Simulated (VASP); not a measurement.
A run of VASP 6.6.1 is set up as follows.

Contents of INCAR:

```
SYSTEM = CdS
PREC = Accurate ; ENCUT = 520
EDIFF = 1E-6 ; ISMEAR = 0
SIGMA = 0.01 ; LREAL = .False.
LASPH = .True. ; NELM = 100
ALGO = Normal ; ISIF = 2
LWAVE = .False. ; LCHARG = .False.
GGA = PS ; NBANDS = 16
```

The input KPOINTS:

```
regular mesh
0
Gamma
  6 6 6
  0 0 0
```

POSCAR

```
CdS
1.0
    0.0000000000      2.8830542212      2.8830542212
    2.8830542212      0.0000000000      2.8830542212
    2.8830542212      2.8830542212      0.0000000000
Cd S
1 1
Direct
    0.0000000000      0.0000000000      0.0000000000
    0.7500000000      0.7500000000      0.7500000000
```

Potentials or basis: VASP PAW PBE potentials, release 64 (Cd, S).

Command:

```bash
$ cat potpaw_PBE.64/Cd/POTCAR potpaw_PBE.64/S/POTCAR > POTCAR
$ mpirun -np 1 vasp_std > vasp.out
```

Estimate the pressure.

2.4 GPa.

Predict the band gap on the k mesh.

1.08 eV.

Caveat: the PAW data sets were made with another functional, which shifts forces and pressure a little.
